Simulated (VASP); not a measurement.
# WSe2 (P2_1/m) in VASP: single point with PBE

Aim: the single point of WSe2 with PBE.

Everything below comes from runs of VASP 6.6.1. Logs are shortened: lines on timing, memory, paths and dates and some standing lists are left out, and cuts for length are marked.

### 1 The cell of the first run

It takes space group P2_1/m (No. 11, monoclinic). The conventional cell has a = 3.321 Å, b = 15.257 Å, c = 3.321 Å, α = 90.00°, β = 120.00°, γ = 90.00°. Within 3.4 Å of W (site symmetry m) lie 6 Se at 2.55 Å and 6 W at 3.32 Å. Within 3.4 Å of Se (site symmetry 1) lie 3 W at 2.55 Å and 7 Se at 3.32 to 3.36 Å.

### 2 Single point, PBE (atoms displaced along a vibrational mode)

File INCAR:

```
PREC     = Accurate       # precision mode
ENCUT    = 520            # plane-wave cutoff, eV
EDIFF    = 1E-6           # SCF threshold, eV
ISMEAR   = 0              # smearing method
SIGMA    = 0.05           # smearing width, eV
LREAL    = False          # projectors in reciprocal space
LASPH    = True           # aspherical terms in the spheres
NELM     = 100            # most SCF steps
ALGO     = Normal         # electronic algorithm
ISIF     = 2              # what is computed and relaxed
LWAVE    = False          # write WAVECAR
LCHARG   = True           # write CHGCAR
GGA      = PE             # functional
LELF     = True           # ELF
LVHAR    = True         
NBANDS   = 35             # bands
```

File KPOINTS:

```
Automatic mesh
0
Gamma
  12 12 2
```

File POSCAR:

```
WSe2
1.0
    3.3206937274      0.0000000000      0.0000000000
   -1.6603468637      2.8758051261      0.0000000000
    0.0000000000      0.0000000000     15.2573262715
W Se
2 4
Direct
    0.2661581504      0.6174910198      0.2500000000
    0.7338418496      0.3825089802      0.7500000000
    0.4005093612      0.7158429321      0.6400199235
    0.5994906388      0.2841570679      0.1400199235
    0.4005093612      0.7158429321      0.8599800765
    0.5994906388      0.2841570679      0.3599800765
```

Potentials or basis: VASP PAW PBE potentials, release 64 (W_sv, Se).

The run is started by

```sh
cat potpaw_PBE.64/W_sv/POTCAR potpaw_PBE.64/Se/POTCAR > POTCAR
mpirun -np 1 vasp_std > vasp.out
```

OUTCAR:

```text
PREC = Accurate
   ENCUT = 520
   EDIFF = 1E-6
   ISMEAR = 0
   LREAL = False
   LASPH = True
   NELM = 100
   ISIF = 2
   GGA = PE

 ion  position               nearest neighbor table
   1  0.266  0.617  0.250-   4 2.55   6 2.55   4 2.55   6 2.55   4 2.55   6 2.55
   2  0.734  0.383  0.750-   3 2.55   5 2.55   3 2.55   5 2.55   3 2.55   5 2.55
   3  0.401  0.716  0.640-   2 2.55   2 2.55   2 2.55
   4  0.599  0.284  0.140-   1 2.55   1 2.55   1 2.55
   5  0.401  0.716  0.860-   2 2.55   2 2.55   2 2.55
   6  0.599  0.284  0.360-   1 2.55   1 2.55   1 2.55

  LATTYP: Found a hexagonal cell.
 ALAT       =     3.3206937274
 C/A-ratio  =     4.5946201378

  Lattice vectors:

 A1 = (   3.3206937274,   0.0000000000,   0.0000000000)
 A2 = (  -1.6603468637,   2.8758051261,   0.0000000000)
 A3 = (   0.0000000000,   0.0000000000,  15.2573262715)

Analysis of symmetry for initial positions (statically):
=====================================================================
 Subroutine PRICEL returns:
 Original cell was already a primitive cell.

 Routine SETGRP: Setting up the symmetry group for a
 hexagonal supercell.

 Subroutine GETGRP returns: Found  4 space group operations
 (whereof  2 operations were pure point group operations)
 out of a pool of 24 trial point group operations.

The static configuration has the point symmetry S_2 .
 The point group associated with its full space group is C_2h.

Analysis of symmetry for dynamics (positions and initial velocities):
=====================================================================
 Subroutine PRICEL returns:
 Original cell was already a primitive cell.

 Routine SETGRP: Setting up the symmetry group for a
 hexagonal supercell.

 Subroutine GETGRP returns: Found  4 space group operations
 (whereof  2 operations were pure point group operations)
 out of a pool of 24 trial point group operations.

The dynamic configuration has the point symmetry S_2 .
 The point group associated with its full space group is C_2h.

 Subroutine INISYM returns: Found  4 space group operations
 (whereof  2 operations are pure point group operations),
 and found     1 'primitive' translations

----------------------------------------------------------------------------------------

                                     Primitive cell

  volume of cell :     145.7024

  direct lattice vectors                    reciprocal lattice vectors
     3.320693727  0.000000000  0.000000000     0.301141894  0.173864354  0.000000000
    -1.660346864  2.875805126  0.000000000     0.000000000  0.347728708  0.000000000
     0.000000000  0.000000000 15.257326272     0.000000000  0.000000000  0.065542283

  length of vectors
     3.320693727  3.320693727 15.257326272     0.347728708  0.347728708  0.065542283

  position of ions in fractional coordinates (direct lattice)
     0.266158150  0.617491020  0.250000000
     0.733841850  0.382508980  0.750000000
     0.400509361  0.715842932  0.640019923
     0.599490639  0.284157068  0.140019923
     0.400509361  0.715842932  0.859980077
     0.599490639  0.284157068  0.359980077

  ion indices of the primitive-cell ions
   primitive index   ion index
                 1           1
                 2           2
                 3           3
                 4           4
                 5           5
                 6           6

----------------------------------------------------------------------------------------

 KPOINTS: Automatic mesh

Automatic generation of k-mesh.
 Grid dimensions read from file:
 generate k-points for:   12   12    2

 Generating k-lattice:

  Cartesian coordinates                     Fractional coordinates (reciprocal lattice)
     0.025095158  0.014488696  0.000000000     0.083333333 -0.000000000  0.000000000
     0.000000000  0.028977392  0.000000000     0.000000000  0.083333333  0.000000000
     0.000000000  0.000000000  0.032771142     0.000000000  0.000000000  0.500000000

  Length of vectors
     0.028977392  0.028977392  0.032771142

  Shift w.r.t. Gamma in fractional coordinates (k-lattice)
     0.000000000  0.000000000  0.000000000

 Subroutine IBZKPT returns following result:
 ===========================================

 Found    148 irreducible k-points:

 Following reciprocal coordinates:
            Coordinates               Weight
  0.000000  0.000000  0.000000      1.000000
  0.083333 -0.000000  0.000000      2.000000
  0.000000  0.083333  0.000000      2.000000
 -0.083333  0.083333  0.000000      2.000000
  0.166667 -0.000000  0.000000      2.000000
  0.000000  0.166667  0.000000      2.000000
[... 16 lines left out ...]
  0.166667  0.083333  0.000000      2.000000
 -0.083333  0.250000  0.000000      2.000000
 [... further k-points ...]
   k-points           NKPTS =    148   k-points in BZ     NKDIM =    148   number of bands    NBANDS=     35
   number of dos      NEDOS =    301   number of ions     NIONS =      6
   total plane-waves  NPLWV =  94080
   dimension x,y,z NGX =    28 NGY =   28 NGZ =  120
   dimension x,y,z NGXF=    56 NGYF=   56 NGZF=  240
   ions per type =               2   4
   NGX,Y,Z   is equivalent  to a cutoff of  14.02, 14.02, 13.08 a.u.
   NGXF,Y,Z  is equivalent  to a cutoff of  28.04, 28.04, 26.15 a.u.
 SYSTEM =  unknown system
   PREC   = accura    normal or accurate (medium, high low for compatibility)
   ISTART =      0    job   : 0-new  1-cont  2-samecut
   ICHARG =      2    charge: 1-file 2-atom 10-const
   ISPIN  =      1    spin polarized calculation?
   LNONCOLLINEAR =      F non collinear calculations
   LSORBIT =      F    spin-orbit coupling
   LASPH  =      T    aspherical Exc in radial PAW
   ENCUT  =  520.0 eV  38.22 Ry    6.18 a.u.   6.17  6.17 28.37*2*pi/ulx,y,z
   NELM   =    100;   NELMIN=  2; NELMDL= -5     # of ELM steps
   EDIFF  = 0.1E-05   stopping-criterion for ELM
   LREAL  =      F    real-space projection
   EDIFFG = 0.1E-04   stopping-criterion for IOM
   NSW    =      0    number of steps for IOM
   IBRION =     -1    ionic relax: 0-MD 1-quasi-New 2-CG
   NFREE  =      0    steps in history (QN), initial steepest desc. (CG)
   ISIF   =      2    stress and relaxation
   ISYM   =      2    0-nonsym 1-usesym 2-fastsym
   POTIM  = 0.5000    time-step for ionic-motion
   TEBEG  =    0.0;   TEEND  =   0.0 temperature during run
   PSTRESS=    0.0 pullay stress
   NELECT =      52.0000    total number of electrons
   NUPDOWN=      -1.0000    fix difference up-down
   EMIN   =  10.00;   EMAX   =-10.00  energy-range for DOS
   EFERMI =   0.00;   METHOD = LEGACY
   ISMEAR =     0;   SIGMA  =   0.05  broadening in eV -4-tet -1-fermi 0-gaus
   EFERMI_NEDOS =   21; number of points for ismear=-14 and -15
   IALGO  =     38    algorithm
   IMIX   =      4    mixing-type and parameters
     AMIX     =   0.40;   BMIX     =  1.00
     AMIX_MAG =   1.60;   BMIX_MAG =  1.00
  volume/ion in A,a.u.               =      24.28       163.87
  Fermi-wavevector in a.u.,A,eV,Ry     =   1.161236  2.194417 18.347025  1.348468
  Thomas-Fermi vector in A             =   2.297810
   LORBIT       =      0    0 simple, 1 ext, 2 COOP (PROOUT), +10 PAW based schemes
   GGA     = PE    functional components
   LHFCALC =     F    Hartree Fock is set to
   AEXX    =    0.0000 exact exchange contribution
   IVDW    =     0    specifies the selected vdW correction
   LEPSILON=     F    determine dielectric tensor
   LRPA    =     F    only Hartree local field effects (RPA)
 non-spin polarized calculation
 Gauss-broadening in eV      SIGMA  =   0.05
  energy-cutoff  :      520.00
  volume of cell :      145.70
 maximum number of plane-waves:      3948
 NGX is ok and might be reduce to    28
   NGX = 13   NGY = 13   NGZ = 57

 number of electron      51.9999998 magnetization

 Free energy of the ion-electron system (eV)
  ---------------------------------------------------
  ext. energy  EPLUGINS =         0.00000000
  ---------------------------------------------------
  free energy    TOTEN  =       -43.25575267 eV

  energy without entropy =      -43.25575267  energy(sigma->0) =      -43.25575267

 E-fermi :   4.4312     XC(G=0):  -9.5152

 val. band max:        4.1546626070   @ k =   0.3333   0.3333   0.0000
 cond. band min:       5.6334099919   @ k =  -0.1667   0.3333   0.0000
 fundamental gap:      1.4787473849
 Fermi energy:         4.4312313807

 k-point     1 :       0.0000    0.0000    0.0000
  band No.  band energies     occupation
      1     -69.9458      2.00000
      2     -69.9458      2.00000
      3     -34.1648      2.00000
      4     -34.1648      2.00000
      5     -34.0633      2.00000
      6     -34.0633      2.00000
[... 27 lines left out ...]
     34       7.2158      0.00000
     35       8.4286      0.00000

 k-point     2 :       0.0833   -0.0000    0.0000
  band No.  band energies     occupation
      1     -69.9452      2.00000
      2     -69.9452      2.00000
      3     -34.1622      2.00000
      4     -34.1622      2.00000
      5     -34.0774      2.00000
      6     -34.0774      2.00000
[... 27 lines left out ...]
     34       7.2190      0.00000
     35       8.9925      0.00000

 k-point     3 :       0.0000    0.0833    0.0000
  band No.  band energies     occupation
      1     -69.9452      2.00000
      2     -69.9452      2.00000
      3     -34.1622      2.00000
      4     -34.1622      2.00000
      5     -34.0774      2.00000
      6     -34.0774      2.00000
[... 27 lines left out ...]
     34       7.2143      0.00000
     35       8.9953      0.00000

 k-point     4 :      -0.0833    0.0833    0.0000
  band No.  band energies     occupation
      1     -69.9452      2.00000
      2     -69.9452      2.00000
      3     -34.1622      2.00000
      4     -34.1622      2.00000
      5     -34.0774      2.00000
      6     -34.0774      2.00000
[... 27 lines left out ...]
     34       7.2139      0.00000
     35       8.9949      0.00000

 k-point     5 :       0.1667   -0.0000    0.0000
  band No.  band energies     occupation
      1     -69.9436      2.00000
      2     -69.9436      2.00000
      3     -34.1549      2.00000
      4     -34.1549      2.00000
      5     -34.1158      2.00000
      6     -34.1158      2.00000
[... 638 lines left out ...]
 k-point    22 :      -0.1667    0.0833    0.0000
  band No.  band energies     occupation
      1     -69.9441      2.00000
      2     -69.9441      2.00000
      3     -34.1572      2.00000
      4     -34.1572      2.00000
      5     -34.1030      2.00000
      6     -34.1030      2.00000
[... 27 lines left out ...]
     34       7.5519      0.00000
     35       9.6007      0.00000

 k-point    23 :       0.1667    0.0833    0.0000
  band No.  band energies     occupation
      1     -69.9422      2.00000
      2     -69.9422      2.00000
      3     -34.1486      2.00000
      4     -34.1486      2.00000
      5     -34.1464      2.00000
      6     -34.1464      2.00000
[... 27 lines left out ...]
     34       8.0064      0.00000
     35      10.1441      0.00000

 k-point    24 :      -0.0833    0.2500    0.0000
  band No.  band energies     occupation
      1     -69.9422      2.00000
      2     -69.9422      2.00000
      3     -34.1486      2.00000
      4     -34.1486      2.00000
      5     -34.1464      2.00000
      6     -34.1464      2.00000
[... 27 lines left out ...]
     34       8.0021      0.00000
     35      10.1556      0.00000

 [... further k-points ...]

------------------------ aborting loop because EDIFF is reached ----------------------------------------

  FORCE on cell =-STRESS in cart. coord.  units (eV):
  Direction    XX          YY          ZZ          XY          YZ          ZX
  --------------------------------------------------------------------------------------
  -------------------------------------------------------------------------------------
  Total        0.2066731      0.2088708      0.3217840     -0.0021966      0.0000000      0.0000000
  in kB        2.2726249      2.2967920      3.5384118     -0.0241547      0.0000000      0.0000000
  external PRESSURE =       2.7026096 kB  Pullay stress =       0.0000000 kB

 VOLUME and BASIS-vectors are now :
 -----------------------------------------------------------------------------
  energy-cutoff  :      520.00
  volume of cell :      145.70
      direct lattice vectors                 reciprocal lattice vectors
     3.320693727  0.000000000  0.000000000     0.301141894  0.173864354  0.000000000
    -1.660346864  2.875805126  0.000000000     0.000000000  0.347728708  0.000000000
     0.000000000  0.000000000 15.257326272     0.000000000  0.000000000  0.065542283

 POSITION                                       TOTAL-FORCE (eV/Angst)
 -----------------------------------------------------------------------------------
     -0.14142      1.77578      3.81433         0.001062      0.001429     -0.000000
      1.80177      1.10002     11.44299        -0.001062     -0.001429     -0.000000
      0.14142      2.05862      9.76499        -0.000452     -0.000595     -0.047456
      1.51893      0.81718      2.13633         0.000452      0.000595     -0.047456
      0.14142      2.05862     13.12100        -0.000452     -0.000595      0.047456
      1.51893      0.81718      5.49233         0.000452      0.000595      0.047456
 -----------------------------------------------------------------------------------
    total drift:                               -0.000000     -0.000000      0.000000

  FREE ENERGIE OF THE ION-ELECTRON SYSTEM (eV)
  ---------------------------------------------------
  free  energy   TOTEN  =       -43.2557526721 eV

  energy  without entropy=      -43.2557526721  energy(sigma->0) =      -43.25575267
```

Run time: 29 min. Hardware: 1 thread of Intel Xeon 8259CL, shared host; peak memory 0.73 GiB.

Results:

```yaml
Free_energy: -43.2558 eV
Pressure: 0.3 GPa
Largest_force: 0.047 eV/Å
Band_gap_on_the_k_mesh: 1.48 eV (least direct gap 1.53 eV)
```

Forces in eV/Å, atoms in the order of the input:
```
W    0.001  0.001  0.000
W   -0.001 -0.001  0.000
Se   0.000 -0.001 -0.047
Se   0.000  0.001 -0.047
Se   0.000 -0.001  0.047
Se   0.000  0.001  0.047
```

Stress tensor (GPa, compression positive):
```
0.23 0.00 0.00
0.00 0.23 0.00
0.00 0.00 0.35
```

Levels at points of the mesh, in eV from the valence-band top:
| k point | band 24 | band 25 | band 26 | band 27 | band 28 | band 29 |
| --- | --- | --- | --- | --- | --- | --- |
| (0.00, 0.00, 0.00) | -1.25 | -0.55 | -0.10 | 2.87 | 2.88 | 2.88 |
| (0.50, 0.00, 0.00) | -0.98 | -0.98 | -0.96 | 2.32 | 2.33 | 2.63 |
| (0.00, 0.50, 0.00) | -0.98 | -0.97 | -0.96 | 2.32 | 2.33 | 2.66 |
| (0.50, 0.50, 0.00) | -0.99 | -0.97 | -0.96 | 2.32 | 2.33 | 2.65 |
| (0.00, 0.00, 0.50) | -1.25 | -0.27 | -0.27 | 2.88 | 2.88 | 2.88 |
| (0.50, 0.00, 0.50) | -1.00 | -0.97 | -0.97 | 2.33 | 2.33 | 2.69 |
| (0.00, 0.50, 0.50) | -1.00 | -0.97 | -0.97 | 2.33 | 2.33 | 2.69 |
| (0.50, 0.50, 0.50) | -1.00 | -0.97 | -0.97 | 2.33 | 2.33 | 2.69 |

Caveat: the cell differs from its parent crystal (atoms displaced along a vibrational mode); spin-orbit coupling is left out, which moves the levels of the heavy elements; this functional lacks dispersion, which binds layers or chains, so the pressure and a relaxed spacing across them are unreliable.
